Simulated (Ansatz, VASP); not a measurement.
Zr3C2 in VASP and in Ansatz

INCAR

```
SYSTEM = Zr3C2
PREC = Accurate
ENCUT = 520
EDIFF = 1E-6
ISMEAR = 0
SIGMA = 0.1
LREAL = .False.
LASPH = .True.
NELM = 60
ALGO = Normal
ISIF = 2
LWAVE = .False.
LCHARG = .False.
GGA = PE
NBANDS = 30
```

Contents of KPOINTS:

```
Automatic mesh
0
Gamma
  6 6 4
  0 0 0
```

POSCAR

```
Zr3C2
1.0
    2.2741938400     -2.8723654900      0.0000000000
    2.2741938400      2.8723654900      0.0000000000
    0.0000000000      0.0000000000      4.9093285500
Zr C
3 2
Direct
    0.7467016600      0.7467016600      0.5000000000
    0.2532983400      0.2532983400      0.5000000000
    0.5000000000      0.5000000000      0.0000000000
    0.0000000000      0.5000000000      0.5000000000
    0.5000000000      0.0000000000      0.5000000000
```

Input for Ansatz:

```yaml
crystal:
  lattice:
    - [2.27419384, -2.87236549, 0.0]
    - [2.27419384, 2.87236549, 0.0]
    - [0.0, 0.0, 4.90932855]
  atoms:
    - { symbol: Zr, position: [0.74670166, 0.74670166, 0.5] }
    - { symbol: Zr, position: [0.25329834, 0.25329834, 0.5] }
    - { symbol: Zr, position: [0.5, 0.5, 0.0] }
    - { symbol: C, position: [0.0, 0.5, 0.5] }
    - { symbol: C, position: [0.5, 0.0, 0.5] }
basis:
  ecutwfc: 420
kpoints:
  mp_grid: { grid: [6, 6, 4] }
hamiltonian:
  xc: pbe
scf:
  occupations: { method: gaussian, width: 0.1 }
  lower_state_search: "off"
output:
  forces: true
  stress: true
  eigenvalues: true
```

Alike in both runs: task single point; functional PBE; k mesh 6 × 6 × 4; occupations gaussian, width 0.1 eV; no spin polarisation.

|  | VASP | Ansatz |
| --- | --- | --- |
| version | VASP 6.6.1 | Ansatz 0.2.0 |
| potentials or method | VASP PAW PBE potentials, release 64 (Zr_sv, C), cutoff 520 eV | scalar-relativistic, plane waves, PAW |
| valence electrons in the cell | 44 | 44 |

```csv
,VASP,Ansatz,Ansatz less VASP
gap on the k mesh at the Fermi level (eV),none,none,-
rms of the force components (eV/Å),0.707,0.688,-0.0185
```

Atom by atom the forces differ by 0.019 eV/Å (rms over components). A gap of «none» marks a metal or a gap that the smearing closes.
